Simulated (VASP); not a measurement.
# CO2 (P2_1/c) in VASP: notebook, part 2 of 2

VASP 6.6.1. Earlier steps stand in the parts before.

## (5) Single point, PBEsol

INCAR reads:

```
ALGO = Normal ; EDIFF = 1E-6
ENCUT = 520 ; GGA = PS
ISIF = 2 ; ISMEAR = 0
LASPH = True ; LCHARG = True
LELF = True ; LREAL = False
LVHAR = True ; LWAVE = False
NBANDS = 25 ; NELM = 60
PREC = Accurate ; SIGMA = 0.02
```

KPOINTS reads:

```
k-points
0
Gamma
  6 6 6
```

POSCAR reads:

```
CO2
1.0
    4.5946341885      0.0000000000      0.0000000000
    0.0000000000      4.5946341885      0.0000000000
    0.2870884150      0.0000000000      4.7848069164
C O
2 4
Direct
    0.5000000000      0.5000000000      0.5000000000
    0.0000000000      0.0000000000      0.0000000000
    0.3203915717      0.6796084283      0.5000000000
    0.6796084283      0.3203915717      0.5000000000
    0.1796084283      0.1796084283      0.0000000000
    0.8203915717      0.8203915717      0.0000000000
```

Potentials or basis: VASP PAW PBE potentials, release 64 (C, O).

On the command line:

```console
> cat potpaw_PBE.64/C/POTCAR potpaw_PBE.64/O/POTCAR > POTCAR
> mpirun -np 1 vasp_std > vasp.out
```

OUTCAR:

```text
EDIFF = 1E-6
   ENCUT = 520
   GGA = PS
   ISIF = 2
   ISMEAR = 0
   LASPH = True
   LREAL = False
   NELM = 60
   PREC = Accurate

 ion  position               nearest neighbor table
   1  0.500  0.500  0.500-   3 1.17   4 1.17
   2  0.000  0.000  0.000-   5 1.17   6 1.17
   3  0.320  0.680  0.500-   1 1.17
   4  0.680  0.320  0.500-   1 1.17
   5  0.180  0.180  0.000-   2 1.17
   6  0.820  0.820  0.000-   2 1.17

  LATTYP: Found a simple monoclinic cell.
 ALAT       =     4.5946341885
 B/A-ratio  =     1.0000000000
 C/A-ratio  =     1.0432629965
 COS(beta)  =    -0.0598922907

  Lattice vectors:

 A1 = (   4.5946341885,   0.0000000000,   0.0000000000)
 A2 = (   0.0000000000,  -4.5946341885,   0.0000000000)
 A3 = (  -0.2870884150,   0.0000000000,  -4.7848069164)

Analysis of symmetry for initial positions (statically):
=====================================================================
 Subroutine PRICEL returns:
 Original cell was already a primitive cell.

[... 181 lines left out ...]

 val. band max:       -4.3093306492   @ k =   0.5000   0.5000   0.5000
 cond. band min:       2.2598712927   @ k =   0.0000   0.0000   0.0000
 fundamental gap:      6.5692019420
 Fermi energy:        -4.1437204073

 k-point     1 :       0.0000    0.0000    0.0000
  band No.  band energies     occupation
      1     -24.7813      2.00000
      2     -24.6146      2.00000
      3     -23.6797      2.00000
      4     -23.6769      2.00000
      5      -9.4512      2.00000
      6      -9.2394      2.00000
[... 661 lines left out ...]
     24       9.4000      0.00000
     25      10.3513      0.00000

 [... further k-points ...]

------------------------ aborting loop because EDIFF is reached ----------------------------------------

  FORCE on cell =-STRESS in cart. coord.  units (eV):
  Direction    XX          YY          ZZ          XY          YZ          ZX
  --------------------------------------------------------------------------------------
  -------------------------------------------------------------------------------------
  Total        1.5036235      1.4940557     -0.1683399      0.0000000      0.0000000     -0.1036763
  in kB       23.8497255     23.6979664     -2.6701229      0.0000000      0.0000000     -1.6444612
  external PRESSURE =      14.9591897 kB  Pullay stress =       0.0000000 kB

 VOLUME and BASIS-vectors are now :
 -----------------------------------------------------------------------------
  energy-cutoff  :      520.00
  volume of cell :      101.01
      direct lattice vectors                 reciprocal lattice vectors
     4.594634188  0.000000000  0.000000000     0.217645183  0.000000000 -0.013058711
     0.000000000  4.594634188  0.000000000     0.000000000  0.217645183  0.000000000
     0.287088415  0.000000000  4.784806916     0.000000000  0.000000000  0.208994849

 POSITION                                       TOTAL-FORCE (eV/Angst)
 -----------------------------------------------------------------------------------
      2.44086      2.29732      2.39240         0.000000     -0.000000      0.000000
      0.00000      0.00000      0.00000         0.000000     -0.000000      0.000000
      1.61563      3.12255      2.39240        -0.497737      0.496821      0.007001
      3.26610      1.47208      2.39240         0.497737     -0.496821     -0.007001
      0.82524      0.82524      0.00000         0.497737      0.496821     -0.007001
      3.76940      3.76940      0.00000        -0.497737     -0.496821      0.007001
 -----------------------------------------------------------------------------------
    total drift:                               -0.000000      0.000000     -0.000000

  FREE ENERGIE OF THE ION-ELECTRON SYSTEM (eV)
  ---------------------------------------------------
  free  energy   TOTEN  =       -47.6349747284 eV

  energy  without entropy=      -47.6349747284  energy(sigma->0) =      -47.63497473
```

stdout:

```text
POSCAR found type information on POSCAR C O
 POSCAR found :  2 types and       6 ions
 scaLAPACK will be used
 -----------------------------------------------------------------------------
|                                                                             |
|                                                                             |
|     You enforced a specific xc type in the INCAR file but a different       |
|     I HOPE YOU KNOW WHAT YOU ARE DOING!                                     |
|                                                                             |
 -----------------------------------------------------------------------------

 LDA part: xc-table for (Slater+PW92), standard interpolation
 POSCAR, INCAR and KPOINTS ok, starting setup
 FFT: planning ... GRIDC
 FFT: planning ... GRID_SOFT
 FFT: planning ... GRID
 WAVECAR not read
 entering main loop
```

Run time: 4 min. Hardware: 1 thread of Intel Xeon 8259CL, shared host; peak memory 0.3 GiB.

Results:

| Item | Value |
| --- | --- |
| Free energy | -47.6350 eV |
| Pressure | 1.5 GPa |
| Largest force | 0.703 eV/Å |
| Band gap on the k mesh | 6.57 eV (least direct gap 6.74 eV) |

Forces in eV/Å, atoms in the order of the input:
```
C    0.000  0.000  0.000
C    0.000  0.000  0.000
O   -0.498  0.497  0.007
O    0.498 -0.497 -0.007
O    0.498  0.497 -0.007
O   -0.498 -0.497  0.007
```

Levels at points of the mesh, in eV from the valence-band top:
| k point | band 13 | band 14 | band 15 | band 16 | band 17 | band 18 | band 19 | band 20 |
| --- | --- | --- | --- | --- | --- | --- | --- | --- |
| (0.00, 0.00, 0.00) | -0.86 | -0.30 | -0.27 | -0.18 | 6.57 | 7.89 | 8.25 | 8.26 |
| (0.50, 0.00, 0.00) | -0.28 | -0.28 | -0.27 | -0.27 | 8.27 | 8.27 | 8.38 | 8.38 |
| (0.00, 0.50, 0.00) | -0.29 | -0.29 | -0.27 | -0.27 | 8.27 | 8.27 | 8.38 | 8.38 |
| (0.50, 0.50, 0.00) | -0.36 | -0.36 | 0.00 | 0.00 | 8.36 | 8.36 | 8.49 | 8.49 |
| (0.00, 0.00, 0.50) | -0.54 | -0.54 | -0.27 | -0.27 | 8.03 | 8.03 | 8.33 | 8.33 |
| (0.50, 0.00, 0.50) | -0.56 | -0.49 | -0.16 | -0.07 | 8.16 | 8.17 | 8.58 | 8.61 |
| (0.00, 0.50, 0.50) | -0.52 | -0.52 | -0.12 | -0.12 | 8.16 | 8.16 | 8.60 | 8.60 |
| (0.50, 0.50, 0.50) | -0.30 | -0.30 | 0.00 | 0.00 | 7.99 | 7.99 | 8.44 | 8.44 |

Caveat: this functional lacks dispersion, which holds the molecules together, so the pressure and a relaxed volume are unreliable; the PAW data sets were made with another functional, which shifts forces and pressure a little. A k mesh can miss the band edges.
